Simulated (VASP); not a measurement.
# PtS2 (P4_2/mnm) in VASP: notebook, part 2 of 2

VASP 6.6.1. Earlier steps stand in the parts before.

### 3 Single point, PBE, collinear spin, ferromagnetic start

This run uses another cell than the first one, of 25.81 Å³/atom, 1.364 times its volume.

Input file INCAR:

```
  ALGO = Normal
  EDIFF = 1E-7
  ENCUT = 520
  GGA = PE
  ISIF = 2
  ISMEAR = 0
  ISPIN = 2
  LASPH = True
  LCHARG = False
  LMAXMIX = 4
  LORBIT = 11
  LREAL = False
  LWAVE = False
  MAGMOM = 1 1 0 0 0 0
  NBANDS = 35
  NELM = 150
  PREC = Accurate
  SIGMA = 0.1
```

Input file KPOINTS:

```
k-points
0
Gamma
  4 4 2
```

Input file POSCAR:

```
PtS2
1.0
    4.2935069400      0.0000000000      0.0000000000
    0.0000000000      4.2935069400      0.0000000000
    0.0000000000      0.0000000000      8.4010566100
Pt S
2 4
Direct
    0.0000000000      0.0000000000      0.0000000000
    0.5000000000      0.5000000000      0.5000000000
    0.6914268400      0.3085731600      0.0000000000
    0.3085731600      0.6914268400      0.0000000000
    0.1914268400      0.1914268400      0.5000000000
    0.8085731600      0.8085731600      0.5000000000
```

Potentials or basis: VASP PAW PBE potentials, release 64 (Pt, S).

The run is started by

```bash
$ cat potpaw_PBE.64/Pt/POTCAR potpaw_PBE.64/S/POTCAR > POTCAR
$ mpirun -np 1 vasp_std > vasp.out
```

OUTCAR:

```text
EDIFF = 1E-7
   ENCUT = 520
   GGA = PE
   ISIF = 2
   ISMEAR = 0
   ISPIN = 2
   LASPH = True
   LORBIT = 11
   LREAL = False
   NELM = 150
   PREC = Accurate

 ion  position               nearest neighbor table
   1  0.000  0.000  0.000-   3 1.87   4 1.87
   2  0.500  0.500  0.500-   5 1.87   6 1.87
   3  0.691  0.309  0.000-   1 1.87   4 2.32
   4  0.309  0.691  0.000-   1 1.87   3 2.32
   5  0.191  0.191  0.500-   2 1.87   6 2.32
   6  0.809  0.809  0.500-   2 1.87   5 2.32

  LATTYP: Found a simple tetragonal cell.
 ALAT       =     4.2935069400
 C/A-ratio  =     1.9566887226

  Lattice vectors:

 A1 = (   4.2935069400,   0.0000000000,   0.0000000000)
 A2 = (   0.0000000000,   4.2935069400,   0.0000000000)
 A3 = (   0.0000000000,   0.0000000000,   8.4010566100)

Analysis of symmetry for initial positions (statically):
=====================================================================
 Subroutine PRICEL returns:
 Original cell was already a primitive cell.

 Routine SETGRP: Setting up the symmetry group for a
 simple tetragonal supercell.

 Subroutine GETGRP returns: Found 16 space group operations
 (whereof  8 operations were pure point group operations)
 out of a pool of 16 trial point group operations.

The static configuration has the point symmetry D_2h.
 The point group associated with its full space group is D_4h.

Analysis of symmetry for dynamics (positions and initial velocities):
=====================================================================
 Subroutine PRICEL returns:
 Original cell was already a primitive cell.

 Routine SETGRP: Setting up the symmetry group for a
 simple tetragonal supercell.

 Subroutine GETGRP returns: Found 16 space group operations
 (whereof  8 operations were pure point group operations)
 out of a pool of 16 trial point group operations.

The dynamic configuration has the point symmetry D_2h.
[... 164 lines left out ...]
 Fermi energy:         3.0341433658

 spin component 1

 k-point     1 :       0.0000    0.0000    0.0000
  band No.  band energies     occupation
      1     -12.8953      1.00000
      2     -12.8455      1.00000
      3      -8.2356      1.00000
      4      -8.2356      1.00000
      5      -5.8814      1.00000
      6      -5.8679      1.00000
[... 433 lines left out ...]
     33      11.9291      0.00000
     34      11.9291      0.00000
 Fermi energy:         3.0341433658

 spin component 2

 k-point     1 :       0.0000    0.0000    0.0000
  band No.  band energies     occupation
      1     -12.8523      1.00000
      2     -12.8022      1.00000
      3      -8.1876      1.00000
      4      -8.1876      1.00000
      5      -5.8414      1.00000
      6      -5.8271      1.00000
[... 433 lines left out ...]
     33      11.9520      0.00000
     34      11.9520      0.00000
 [bands above 34 left out]

------------------------ aborting loop because EDIFF is reached ----------------------------------------

  FORCE on cell =-STRESS in cart. coord.  units (eV):
  Direction    XX          YY          ZZ          XY          YZ          ZX
  --------------------------------------------------------------------------------------
  -------------------------------------------------------------------------------------
  Total       45.3819048     45.3819048     -0.0014995      0.0000000      0.0000000      0.0000000
  in kB      469.4994121    469.4994121     -0.0155127      0.0000000      0.0000000      0.0000000
  external PRESSURE =     312.9944372 kB  Pullay stress =       0.0000000 kB

 VOLUME and BASIS-vectors are now :
 -----------------------------------------------------------------------------
  energy-cutoff  :      520.00
  volume of cell :      154.87
      direct lattice vectors                 reciprocal lattice vectors
     4.293506940  0.000000000  0.000000000     0.232909837  0.000000000  0.000000000
     0.000000000  4.293506940  0.000000000     0.000000000  0.232909837  0.000000000
     0.000000000  0.000000000  8.401056610     0.000000000  0.000000000  0.119032646

 POSITION                                       TOTAL-FORCE (eV/Angst)
 -----------------------------------------------------------------------------------
      0.00000      0.00000      0.00000        -0.000000      0.000000      0.000000
      2.14675      2.14675      4.20053        -0.000000      0.000000      0.000000
      2.96865      1.32486      0.00000        -7.653729      7.653729      0.000000
      1.32486      2.96865      0.00000         7.653729     -7.653729      0.000000
      0.82189      0.82189      4.20053        -7.653729     -7.653729      0.000000
      3.47161      3.47161      4.20053         7.653729      7.653729      0.000000
 -----------------------------------------------------------------------------------
    total drift:                                0.000000      0.000000      0.000000

  FREE ENERGIE OF THE ION-ELECTRON SYSTEM (eV)
  ---------------------------------------------------
  free  energy   TOTEN  =       -18.0954140730 eV

  energy  without entropy=      -18.0607519927  energy(sigma->0) =      -18.07808303

 total charge

# of ion       s       p       d       tot
------------------------------------------
    1        0.942   0.854   8.436  10.232
    2        0.942   0.854   8.436  10.232
    3        1.411   2.307   0.000   3.718
    4        1.411   2.307   0.000   3.718
    5        1.411   2.307   0.000   3.718
    6        1.411   2.307   0.000   3.718
--------------------------------------------------
tot          7.527  10.936  16.871  35.335

 magnetization (x)

# of ion       s       p       d       tot
------------------------------------------
    1        0.007   0.006   0.002   0.015
    2        0.007   0.006   0.002   0.015
    3        0.003   0.031   0.000   0.034
    4        0.003   0.031   0.000   0.034
    5        0.003   0.031   0.000   0.034
    6        0.003   0.031   0.000   0.034
--------------------------------------------------
tot          0.026   0.135   0.005   0.166
```

OSZICAR:

```text
N       E                     dE             d eps       ncg     rms          rms(c)
DAV:   1     0.269457067892E+03    0.26946E+03   -0.19395E+04  1680   0.109E+03
DAV:   2    -0.168768980994E+01   -0.27114E+03   -0.25591E+03  2029   0.228E+02
DAV:   3    -0.193027712145E+02   -0.17615E+02   -0.17217E+02  2037   0.578E+01
[... 11 lines left out ...]
DAV:  15    -0.180954131006E+02   -0.75217E-06   -0.13841E-06  2072   0.572E-03    0.457E-03
DAV:  16    -0.180954134618E+02   -0.36117E-06   -0.17514E-07  1462   0.205E-03    0.269E-03
DAV:  17    -0.180954138818E+02   -0.41998E-06   -0.43957E-07  1799   0.329E-03    0.164E-03
DAV:  18    -0.180954140077E+02   -0.12592E-06   -0.13576E-07  1445   0.188E-03    0.143E-03
DAV:  19    -0.180954140730E+02   -0.65241E-07   -0.13927E-07  1302   0.176E-03
   1 F= -.18095414E+02 E0= -.18078083E+02  d E =-.346621E-01  mag=     0.2288
```

stdout:

```text
POSCAR found type information on POSCAR PtS
 POSCAR found :  2 types and       6 ions
 scaLAPACK will be used
 LDA part: xc-table for (Slater+PW92), standard interpolation
 POSCAR, INCAR and KPOINTS ok, starting setup
 FFT: planning ... GRIDC
 FFT: planning ... GRID_SOFT
 FFT: planning ... GRID
 WAVECAR not read
 entering main loop
```

It took 3.9 min on 1 thread of AMD EPYC 7R43 (Zen 3), shared host; peak memory 0.3 GiB.

Results:

```yaml
Free_energy: -18.0954 eV
Pressure: 31.3 GPa
Largest_force: 10.824 eV/Å
Net_moment: 0.23 μB per cell
Site_moments: Pt +0.01; S +0.03 μB
Valence_electrons_inside_the_program's_atomic_spheres: Pt 10.23; S 3.72
```

Forces in eV/Å, atoms in the order of the input:
```
Pt   0.000  0.000  0.000
Pt   0.000  0.000  0.000
S   -7.654  7.654  0.000
S    7.654 -7.654  0.000
S   -7.654 -7.654  0.000
S    7.654  7.654  0.000
```

Levels at points of the mesh, in eV from the Fermi level:
Spin up:
| k point | band 20 | band 21 | band 22 | band 23 | band 24 | band 25 |
| --- | --- | --- | --- | --- | --- | --- |
| (0.00, 0.00, 0.00) | -1.58 | 1.05 | 1.12 | 1.14 | 1.14 | 1.64 |
| (0.50, 0.00, 0.00) | -2.06 | -1.72 | -1.72 | -0.55 | -0.55 | 1.28 |
| (0.50, 0.50, 0.00) | -2.18 | 1.28 | 1.28 | 1.80 | 1.80 | 2.13 |
| (0.00, 0.00, 0.50) | -1.58 | 1.09 | 1.09 | 1.14 | 1.14 | 1.62 |
| (0.50, 0.00, 0.50) | -2.05 | -1.76 | -1.76 | -0.47 | -0.47 | 1.31 |
| (0.50, 0.50, 0.50) | -2.07 | 1.28 | 1.28 | 1.80 | 1.80 | 2.13 |
Spin down:
| k point | band 20 | band 21 | band 22 | band 23 | band 24 | band 25 |
| --- | --- | --- | --- | --- | --- | --- |
| (0.00, 0.00, 0.00) | -1.49 | 1.10 | 1.18 | 1.20 | 1.20 | 1.66 |
| (0.50, 0.00, 0.00) | -2.05 | -1.69 | -1.69 | -0.52 | -0.52 | 1.33 |
| (0.50, 0.50, 0.00) | -2.17 | 1.30 | 1.30 | 1.86 | 1.86 | 2.21 |
| (0.00, 0.00, 0.50) | -1.49 | 1.14 | 1.14 | 1.20 | 1.20 | 1.65 |
| (0.50, 0.00, 0.50) | -2.00 | -1.73 | -1.73 | -0.45 | -0.45 | 1.36 |
| (0.50, 0.50, 0.50) | -2.05 | 1.30 | 1.30 | 1.86 | 1.86 | 2.21 |

Caveat: the k points lie up to 0.37 Å⁻¹ apart; spin-orbit coupling is left out, which moves the levels of the heavy elements; forces of over 1 eV/Å act on the atoms, so gaps and moduli don't describe the material at rest.
